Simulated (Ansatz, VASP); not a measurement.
**Two plane-wave programs on MoS2**

POSCAR

```
MoS2
1.0
    3.1842713585      0.0000000000      0.0000000000
   -1.5921356792      2.7576598890      0.0000000000
    0.0000000000      0.0000000000     28.4188140530
Mo S
3 6
Direct
    0.6666666667      0.3333333333      0.0000000000
    0.3333333333      0.6666666667      0.7714360451
    0.3333333333      0.6666666667      0.2285639549
    0.3333333333      0.6666666667      0.0537577053
    0.6666666667      0.3333333333      0.8251982192
    0.6666666667      0.3333333333      0.2822999051
    0.3333333333      0.6666666667      0.9444828969
    0.6666666667      0.3333333333      0.7159406971
    0.6666666667      0.3333333333      0.1730423830
```

Contents of INCAR.step1:

```
PREC = Accurate
ENCUT = 520
ISMEAR = 0
SIGMA = 0.05
LREAL = F
LASPH = T
NELM = 80
NBANDS = 49
GGA = PE
ALGO = Normal
EDIFF = 1E-4
LWAVE = T
LCHARG = F
```

File INCAR.step2:

```
PREC = Accurate
ENCUT = 520
EDIFF = 1E-6
ISMEAR = 0
SIGMA = 0.05
LREAL = F
LASPH = T
NELM = 80
ALGO = Normal
ISIF = 2
LWAVE = F
LCHARG = F
METAGGA = R2SCAN
LMIXTAU = T
NBANDS = 49
ISTART = 1
```

Contents of KPOINTS:

```
Automatic mesh
0
Gamma
  12 12 1
```

Input for Ansatz:

```yaml
crystal:
  lattice:
    - [3.1842713585, 0.0, 0.0]
    - [-1.5921356792, 2.757659889, 0.0]
    - [0.0, 0.0, 28.418814053]
  atoms:
    - { symbol: Mo, position: [0.6666666667, 0.3333333333, 0.0] }
    - { symbol: Mo, position: [0.3333333333, 0.6666666667, 0.7714360451] }
    - { symbol: Mo, position: [0.3333333333, 0.6666666667, 0.2285639549] }
    - { symbol: S, position: [0.3333333333, 0.6666666667, 0.0537577053] }
    - { symbol: S, position: [0.6666666667, 0.3333333333, 0.8251982192] }
    - { symbol: S, position: [0.6666666667, 0.3333333333, 0.2822999051] }
    - { symbol: S, position: [0.3333333333, 0.6666666667, 0.9444828969] }
    - { symbol: S, position: [0.6666666667, 0.3333333333, 0.7159406971] }
    - { symbol: S, position: [0.6666666667, 0.3333333333, 0.173042383] }
basis:
  ecutwfc: 500
kpoints:
  mp_grid: { grid: [12, 12, 1] }
hamiltonian:
  xc: r2scan
scf:
  occupations: { method: gaussian, width: 0.05 }
output:
  forces: true
  stress: true
  eigenvalues: true
```

Change from the starting cell: all S atoms moved +0.025 Å, as atom 4 towards its neighbour atom 7 (S) at 3.105 Å.

Alike in both runs: task single point; functional r2SCAN; k mesh 12 × 12 × 1; occupations gaussian, width 0.05 eV; no spin polarisation.

|  | VASP | Ansatz |
| --- | --- | --- |
| version | VASP 6.6.1 | Ansatz 0.2.0 |
| potentials or method | VASP PAW PBE potentials, release 64 (Mo_sv, S), cutoff 520 eV | scalar-relativistic, plane waves, PAW |
| valence electrons in the cell | 78 | 78 |

VASP gave:

```
gap on the k mesh at the Fermi level (eV) : 1.24
least direct gap on the mesh (eV)         : 1.71
rms of the force components (eV/Å)        : 0.318
```

Q: Estimate Ansatz's values.

A: gap on the k mesh at the Fermi level (eV): 1.22; least direct gap on the mesh (eV): 1.70; rms of the force components (eV/Å): 0.318.

VASP's potentials were made for PBE, not for r2SCAN. Atom by atom the forces differ by 0.002 eV/Å (rms over components).
